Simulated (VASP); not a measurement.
# KCl (Pm-3m) in VASP: settings compared

The runs below take KCl through single point, with LDA, PBEsol, r2SCAN.

Everything below comes from runs of VASP 6.6.1. Logs are shortened: lines on timing, memory, paths and dates and some standing lists are left out, and cuts for length are marked.

## 1. The cell of the first run

It takes space group Pm-3m (No. 221, cubic). The conventional cell has a = 3.890 Å, b = 3.890 Å, c = 3.890 Å, α = 90.00°, β = 90.00°, γ = 90.00°. K (site symmetry m-3m) has 8 Cl at 3.37 Å and 6 K at 3.89 Å within 4.4 Å. Within 4.4 Å of Cl (site symmetry m-3m) lie 8 K at 3.37 Å and 6 Cl at 3.89 Å.

## 2. Single point, LDA

INCAR

```
PREC = Accurate
ENCUT = 520
EDIFF = 1E-6
ISMEAR = -1
SIGMA = 0.05
LREAL = F
LASPH = T
NELM = 80
ALGO = Normal
ISIF = 2
LWAVE = F
LCHARG = F
GGA = CA
NBANDS = 15
```

KPOINTS

```
regular mesh
0
Gamma
  7 7 7
```

POSCAR

```
KCl
1.0
    3.8897175305      0.0000000000      0.0000000000
    0.0000000000      3.8897175305      0.0000000000
    0.0000000000      0.0000000000      3.8897175305
K Cl
1 1
Direct
    0.0000000000      0.0000000000      0.0000000000
    0.5000000000      0.5000000000      0.5000000000
```

Potentials or basis: VASP PAW LDA potentials, release 64 (K_sv, Cl).

On the command line:

```
> cat potpaw_LDA.64/K_sv/POTCAR potpaw_LDA.64/Cl/POTCAR > POTCAR
> mpirun -np 1 vasp_std > vasp.out
```

OUTCAR:

```text
PREC = Accurate
   ENCUT = 520
   EDIFF = 1E-6
   ISMEAR = -1
   LREAL = F
   LASPH = T
   NELM = 80
   ISIF = 2
   GGA = CA

 ion  position               nearest neighbor table
   1  0.000  0.000  0.000-
   2  0.500  0.500  0.500-

  LATTYP: Found a simple cubic cell.
 ALAT       =     3.8897175305

  Lattice vectors:

 A1 = (   3.8897175305,   0.0000000000,   0.0000000000)
 A2 = (   0.0000000000,   3.8897175305,   0.0000000000)
 A3 = (   0.0000000000,   0.0000000000,   3.8897175305)

Analysis of symmetry for initial positions (statically):
=====================================================================
 Subroutine PRICEL returns:
 Original cell was already a primitive cell.

 Routine SETGRP: Setting up the symmetry group for a
 simple cubic supercell.

 Subroutine GETGRP returns: Found 48 space group operations
 (whereof 48 operations were pure point group operations)
 out of a pool of 48 trial point group operations.

The static configuration has the point symmetry O_h .

Analysis of symmetry for dynamics (positions and initial velocities):
=====================================================================
 Subroutine PRICEL returns:
 Original cell was already a primitive cell.

 Routine SETGRP: Setting up the symmetry group for a
 simple cubic supercell.

 Subroutine GETGRP returns: Found 48 space group operations
 (whereof 48 operations were pure point group operations)
 out of a pool of 48 trial point group operations.

The dynamic configuration has the point symmetry O_h .

 Subroutine INISYM returns: Found 48 space group operations
 (whereof 48 operations are pure point group operations),
 and found     1 'primitive' translations

----------------------------------------------------------------------------------------

                                     Primitive cell

  volume of cell :      58.8510

  direct lattice vectors                    reciprocal lattice vectors
     3.889717531  0.000000000  0.000000000     0.257088077  0.000000000  0.000000000
     0.000000000  3.889717531  0.000000000     0.000000000  0.257088077  0.000000000
     0.000000000  0.000000000  3.889717531     0.000000000  0.000000000  0.257088077

  length of vectors
     3.889717531  3.889717531  3.889717531     0.257088077  0.257088077  0.257088077

  position of ions in fractional coordinates (direct lattice)
     0.000000000  0.000000000  0.000000000
     0.500000000  0.500000000  0.500000000

  ion indices of the primitive-cell ions
   primitive index   ion index
                 1           1
                 2           2

----------------------------------------------------------------------------------------

 KPOINTS: regular mesh

Automatic generation of k-mesh.
 Grid dimensions read from file:
 generate k-points for:    7    7    7

 Generating k-lattice:

  Cartesian coordinates                     Fractional coordinates (reciprocal lattice)
     0.036726868  0.000000000  0.000000000     0.142857143  0.000000000  0.000000000
     0.000000000  0.036726868  0.000000000     0.000000000  0.142857143  0.000000000
     0.000000000  0.000000000  0.036726868     0.000000000  0.000000000  0.142857143

  Length of vectors
     0.036726868  0.036726868  0.036726868

  Shift w.r.t. Gamma in fractional coordinates (k-lattice)
     0.000000000  0.000000000  0.000000000

 Subroutine IBZKPT returns following result:
 ===========================================

 Found     20 irreducible k-points:

 Following reciprocal coordinates:
            Coordinates               Weight
  0.000000  0.000000  0.000000      1.000000
  0.142857  0.000000  0.000000      6.000000
  0.285714  0.000000  0.000000      6.000000
  0.428571  0.000000  0.000000      6.000000
  0.142857  0.142857  0.000000     12.000000
  0.285714  0.142857  0.000000     24.000000
[... 12 lines left out ...]
  0.428571  0.428571  0.285714     24.000000
  0.428571  0.428571  0.428571      8.000000
   k-points           NKPTS =     20   k-points in BZ     NKDIM =     20   number of bands    NBANDS=     15
   number of dos      NEDOS =    301   number of ions     NIONS =      2
   total plane-waves  NPLWV =  27000
   dimension x,y,z NGX =    30 NGY =   30 NGZ =   30
   dimension x,y,z NGXF=    60 NGYF=   60 NGZF=   60
   ions per type =               1   1
   NGX,Y,Z   is equivalent  to a cutoff of  12.82, 12.82, 12.82 a.u.
   NGXF,Y,Z  is equivalent  to a cutoff of  25.64, 25.64, 25.64 a.u.
 SYSTEM =  unknown system
   PREC   = accura    normal or accurate (medium, high low for compatibility)
   ISTART =      0    job   : 0-new  1-cont  2-samecut
   ICHARG =      2    charge: 1-file 2-atom 10-const
   ISPIN  =      1    spin polarized calculation?
   LNONCOLLINEAR =      F non collinear calculations
   LSORBIT =      F    spin-orbit coupling
   LASPH  =      T    aspherical Exc in radial PAW
   ENCUT  =  520.0 eV  38.22 Ry    6.18 a.u.   7.23  7.23  7.23*2*pi/ulx,y,z
   NELM   =     80;   NELMIN=  2; NELMDL= -5     # of ELM steps
   EDIFF  = 0.1E-05   stopping-criterion for ELM
   LREAL  =      F    real-space projection
   EDIFFG = 0.1E-04   stopping-criterion for IOM
   NSW    =      0    number of steps for IOM
   IBRION =     -1    ionic relax: 0-MD 1-quasi-New 2-CG
   NFREE  =      0    steps in history (QN), initial steepest desc. (CG)
   ISIF   =      2    stress and relaxation
   ISYM   =      2    0-nonsym 1-usesym 2-fastsym
   POTIM  = 0.5000    time-step for ionic-motion
   TEBEG  =    0.0;   TEEND  =   0.0 temperature during run
   PSTRESS=    0.0 pullay stress
   NELECT =      16.0000    total number of electrons
   NUPDOWN=      -1.0000    fix difference up-down
   EMIN   =  10.00;   EMAX   =-10.00  energy-range for DOS
   EFERMI =   0.00;   METHOD = LEGACY
   ISMEAR =    -1;   SIGMA  =   0.05  broadening in eV -4-tet -1-fermi 0-gaus
   EFERMI_NEDOS =   21; number of points for ismear=-14 and -15
   IALGO  =     38    algorithm
   IMIX   =      4    mixing-type and parameters
     AMIX     =   0.40;   BMIX     =  1.00
     AMIX_MAG =   1.60;   BMIX_MAG =  1.00
  volume/ion in A,a.u.               =      29.43       198.57
  Fermi-wavevector in a.u.,A,eV,Ry     =   1.060547  2.004144 15.303300  1.124761
  Thomas-Fermi vector in A             =   2.195932
   LORBIT       =      0    0 simple, 1 ext, 2 COOP (PROOUT), +10 PAW based schemes
   GGA     = CA    functional components
   LHFCALC =     F    Hartree Fock is set to
   AEXX    =    0.0000 exact exchange contribution
   IVDW    =     0    specifies the selected vdW correction
   LEPSILON=     F    determine dielectric tensor
   LRPA    =     F    only Hartree local field effects (RPA)
 non-spin polarized calculation
  energy-cutoff  :      520.00
  volume of cell :       58.85
 maximum number of plane-waves:      1595
 NGX is ok and might be reduce to    30
   NGX = 15   NGY = 15   NGZ = 15

 number of electron      16.0000002 magnetization

 Free energy of the ion-electron system (eV)
  ---------------------------------------------------
  ext. energy  EPLUGINS =         0.00000000
  ---------------------------------------------------
  free energy    TOTEN  =        -7.20887849 eV

  energy without entropy =       -7.20887849  energy(sigma->0) =       -7.20887849

 E-fermi :  -0.1684     XC(G=0):  -8.4540

 val. band max:       -1.2788894575   @ k =   0.4286   0.4286   0.0000
 cond. band min:       2.9589471811   @ k =   0.0000   0.0000   0.0000
 fundamental gap:      4.2378366385
 Fermi energy:        -0.1683738885

 k-point     1 :       0.0000    0.0000    0.0000
  band No.  band energies     occupation
      1     -29.0035      2.00000
      2     -13.6723      2.00000
      3     -12.6287      2.00000
      4     -12.6287      2.00000
      5     -12.6287      2.00000
      6      -1.4620      2.00000
      7      -1.4620      2.00000
      8      -1.4620      2.00000
      9       2.9589      0.00000
     10       5.0159      0.00000
     11       5.0159      0.00000
     12       9.1163      0.00000
     13       9.1163      0.00000
     14       9.1163      0.00000
     15      12.0909      0.00000

 k-point     2 :       0.1429    0.0000    0.0000
  band No.  band energies     occupation
      1     -29.0002      2.00000
      2     -13.7042      2.00000
      3     -12.6233      2.00000
      4     -12.6233      2.00000
      5     -12.6041      2.00000
      6      -1.8329      2.00000
      7      -1.4620      2.00000
      8      -1.4620      2.00000
      9       3.4233      0.00000
     10       5.1770      0.00000
     11       5.3954      0.00000
     12       9.0263      0.00000
     13       9.0263      0.00000
     14       9.2073      0.00000
     15      11.3210      0.00000

 k-point     3 :       0.2857    0.0000    0.0000
  band No.  band energies     occupation
      1     -28.9928      2.00000
      2     -13.7768      2.00000
      3     -12.6113      2.00000
      4     -12.6113      2.00000
      5     -12.5449      2.00000
      6      -2.5027      2.00000
      7      -1.4625      2.00000
      8      -1.4625      2.00000
      9       4.4527      0.00000
     10       5.6303      0.00000
     11       6.1970      0.00000
     12       8.8971      0.00000
     13       8.8971      0.00000
     14       9.4357      0.00000
     15       9.9119      0.00000
[... 271 lines left out ...]
 k-point    19 :       0.4286    0.4286    0.2857
  band No.  band energies     occupation
      1     -28.9616      2.00000
      2     -13.3824      2.00000
      3     -12.8000      2.00000
      4     -12.7768      2.00000
      5     -12.7123      2.00000
      6      -2.4605      2.00000
      7      -2.4530      2.00000
      8      -2.0966      2.00000
      9       5.8732      0.00000
     10       6.9828      0.00000
     11       7.1185      0.00000
     12       7.3921      0.00000
     13       8.4143      0.00000
     14       8.5090      0.00000
     15      10.8466      0.00000

 k-point    20 :       0.4286    0.4286    0.4286
  band No.  band energies     occupation
      1     -28.9563      2.00000
      2     -13.3205      2.00000
      3     -12.7838      2.00000
      4     -12.7838      2.00000
      5     -12.7825      2.00000
      6      -2.4845      2.00000
      7      -2.4845      2.00000
      8      -2.4551      2.00000
      9       6.7008      0.00000
     10       6.9976      0.00000
     11       6.9976      0.00000
     12       8.0745      0.00000
     13       8.2445      0.00000
     14       8.2445      0.00000
     15      10.8236      0.00000

------------------------ aborting loop because EDIFF is reached ----------------------------------------

  FORCE on cell =-STRESS in cart. coord.  units (eV):
  Direction    XX          YY          ZZ          XY          YZ          ZX
  --------------------------------------------------------------------------------------
  -------------------------------------------------------------------------------------
  Total       -1.2978069     -1.2978069     -1.2978069     -0.0000000     -0.0000000      0.0000000
  in kB      -35.3318570    -35.3318570    -35.3318570     -0.0000000     -0.0000000      0.0000000
  external PRESSURE =     -35.3318570 kB  Pullay stress =       0.0000000 kB

 VOLUME and BASIS-vectors are now :
 -----------------------------------------------------------------------------
  energy-cutoff  :      520.00
  volume of cell :       58.85
      direct lattice vectors                 reciprocal lattice vectors
     3.889717531  0.000000000  0.000000000     0.257088077  0.000000000  0.000000000
     0.000000000  3.889717531  0.000000000     0.000000000  0.257088077  0.000000000
     0.000000000  0.000000000  3.889717531     0.000000000  0.000000000  0.257088077

 POSITION                                       TOTAL-FORCE (eV/Angst)
 -----------------------------------------------------------------------------------
      0.00000      0.00000      0.00000         0.000000      0.000000      0.000000
      1.94486      1.94486      1.94486         0.000000      0.000000      0.000000
 -----------------------------------------------------------------------------------
    total drift:                                0.000000      0.000000     -0.000000

  FREE ENERGIE OF THE ION-ELECTRON SYSTEM (eV)
  ---------------------------------------------------
  free  energy   TOTEN  =        -7.2088784869 eV

  energy  without entropy=       -7.2088784868  energy(sigma->0) =       -7.20887849
```

Run time: 7.1 s. Hardware: 1 thread of Intel Xeon 6975P-C (Granite Rapids), shared host; peak memory 0.15 GiB.

Results:

```yaml
Free_energy: -7.2089 eV
Pressure: -3.5 GPa
Band_gap_on_the_k_mesh: 4.24 eV, indirect (least direct gap 4.42 eV)
```

## 3. Single point, LDA

This run uses another cell than the first one, of 29.99 Å³/atom, 1.019 times its volume.

INCAR

```
ALGO = Normal
EDIFF = 1E-7
ENCUT = 520
ISIF = 2
ISMEAR = -1
LASPH = True
LCHARG = False
LREAL = False
LWAVE = False
NBANDS = 15
NELM = 80
PREC = Accurate
SIGMA = 0.05
```

KPOINTS

```
k-points
0
Gamma
  7 7 7
```

POSCAR

```
KCl
1.0
    3.9144934694      0.0000000000      0.0000000000
    0.0000000000      3.9144934694      0.0000000000
    0.0000000000      0.0000000000      3.9144934694
K Cl
1 1
Direct
    0.0000000000      0.0000000000      0.0000000000
    0.5000000000      0.5000000000      0.5000000000
```

Potentials or basis: VASP PAW LDA potentials, release 64 (K_sv, Cl).

On the command line:

```
> cat potpaw_LDA.64/K_sv/POTCAR potpaw_LDA.64/Cl/POTCAR > POTCAR
> mpirun -np 1 vasp_std > vasp.out
```

Run time: 10 s. Hardware: 1 thread of Intel Xeon 6975P-C (Granite Rapids), shared host; peak memory 0.15 GiB.

The run converged. Its results:

| Item | Value |
| --- | --- |
| Free energy | -7.1836 eV |
| Pressure | -3.7 GPa |
| Band gap on the k mesh | 4.17 eV, indirect (least direct gap 4.35 eV) |

Levels at points of the mesh, in eV from the valence-band top:
```
           k point  band 6  band 7  band 8  band 9  band 10  band 11
(0.00, 0.00, 0.00)   -0.18   -0.18   -0.18    4.17     6.31     6.31
```

A k mesh can miss the band edges. Expect the measured gap to be larger: semilocal functionals such as LDA lack the derivative discontinuity.

## 4. Single point, PBEsol

This run uses another cell than the first one, of 29.99 Å³/atom, 1.019 times its volume.

INCAR

```
  ALGO = Normal
  EDIFF = 1E-6
  ENCUT = 520
  GGA = PS
  ISIF = 2
  ISMEAR = -1
  LASPH = True
  LCHARG = False
  LREAL = False
  LWAVE = False
  NBANDS = 15
  NELM = 80
  PREC = Accurate
  SIGMA = 0.05
```

KPOINTS is that of step 3.

POSCAR is that of step 3.

Potentials or basis: VASP PAW PBE potentials, release 64 (K_sv, Cl).

On the command line:

```
> cat potpaw_PBE.64/K_sv/POTCAR potpaw_PBE.64/Cl/POTCAR > POTCAR
> mpirun -np 1 vasp_std > vasp.out
```

Wall time 7.8 s (1 thread of Intel Xeon 6975P-C (Granite Rapids), shared host); peak memory 0.16 GiB.

The run converged. Its results:

| Property | Result |
| --- | --- |
| Free energy | -6.8588 eV |
| Pressure | -2.2 GPa |
| Band gap on the k mesh | 4.42 eV, indirect (least direct gap 4.60 eV) |

Levels at points of the mesh, in eV from the valence-band top:
| k point | band 5 | band 6 | band 7 | band 8 | band 9 | band 10 | band 11 | band 12 |
| --- | --- | --- | --- | --- | --- | --- | --- | --- |
| (0.00, 0.00, 0.00) | -11.44 | -0.18 | -0.18 | -0.18 | 4.42 | 6.51 | 6.51 | 10.49 |

Caveat: the PAW data sets were made with another functional, which shifts forces and pressure a little. A k mesh can miss the band edges.

## 5. Single point, r2SCAN

This run uses another cell than the first one, of 28.29 Å³/atom, 0.962 times its volume.

POSCAR

```
KCl
1.0
    3.8391960000      0.0000000000      0.0000000000
    0.0000000000      3.8391960000      0.0000000000
    0.0000000000      0.0000000000      3.8391960000
K Cl
1 1
Direct
    0.0000000000      0.0000000000      0.0000000000
    0.5000000000      0.5000000000      0.5000000000
```

INCAR.step1

```
SYSTEM = KCl
PREC = Accurate
ENCUT = 520
ISMEAR = -1
SIGMA = 0.05
LREAL = .FALSE.
LASPH = .TRUE.
NELM = 60
NBANDS = 15
GGA = PE
ALGO = Normal
EDIFF = 1E-4
LWAVE = .TRUE.
LCHARG = .FALSE.
```

INCAR.step2

```
SYSTEM = KCl
PREC = Accurate
ENCUT = 520
EDIFF = 1E-7
ISMEAR = -1
SIGMA = 0.05
LREAL = .FALSE.
LASPH = .TRUE.
NELM = 60
ALGO = Normal
ISIF = 2
LWAVE = .FALSE.
LCHARG = .FALSE.
METAGGA = R2SCAN
LMIXTAU = .TRUE.
NBANDS = 15
ISTART = 1
```

KPOINTS

```
Automatic mesh
0
G
  7 7 7
  0 0 0
```

On the command line:

```
> cat potpaw_PBE.64/K_sv/POTCAR potpaw_PBE.64/Cl/POTCAR > POTCAR
> cp INCAR.step1 INCAR
> mpirun -np 1 vasp_std > vasp.out
> cp INCAR.step2 INCAR
> mpirun -np 1 vasp_std > vasp.out
```

Wall time 36 s (1 thread of Intel Xeon 6975P-C (Granite Rapids), shared host); peak memory 0.18 GiB.

It converged, with:

| Item | Value |
| --- | --- |
| Free energy | -16.3976 eV |
| Pressure | -1.1 GPa |
| Band gap on the k mesh | 5.58 eV, indirect (least direct gap 5.76 eV) |

Levels at points of the mesh, in eV from the valence-band top:
```tsv
k point	band 6	band 7	band 8	band 9	band 10	band 11
(0.00, 0.00, 0.00)	-0.18	-0.18	-0.18	5.58	7.17	7.17
```

Caveat: the PAW data sets were made with another functional, which shifts forces and pressure a little.

## 6. Overview

```csv
level,potentials or basis,cell,gap on the mesh (eV),pressure (GPa)
LDA,"VASP PAW LDA potentials, release 64 (K_sv, Cl)","a = 3.890 Å, 2 atoms",4.24,-3.5
LDA,"VASP PAW LDA potentials, release 64 (K_sv, Cl)","a = 3.914 Å, 2 atoms",4.17,-3.7
PBEsol,"VASP PAW PBE potentials, release 64 (K_sv, Cl)","a = 3.914 Å, 2 atoms",4.42,-2.2
r2SCAN,"VASP PAW PBE potentials, release 64 (K_sv, Cl)","a = 3.839 Å, 2 atoms",5.58,-1.1
```

Alike in all rows: task single point; no spin polarisation; k mesh 7 × 7 × 7; cutoff (eV) 520; smearing fermi-dirac 0.05 eV.

Caveats: the PAW data sets were made with another functional, which shifts forces and pressure a little (some runs).

Absolute energies hang on the potentials; compare differences alone.
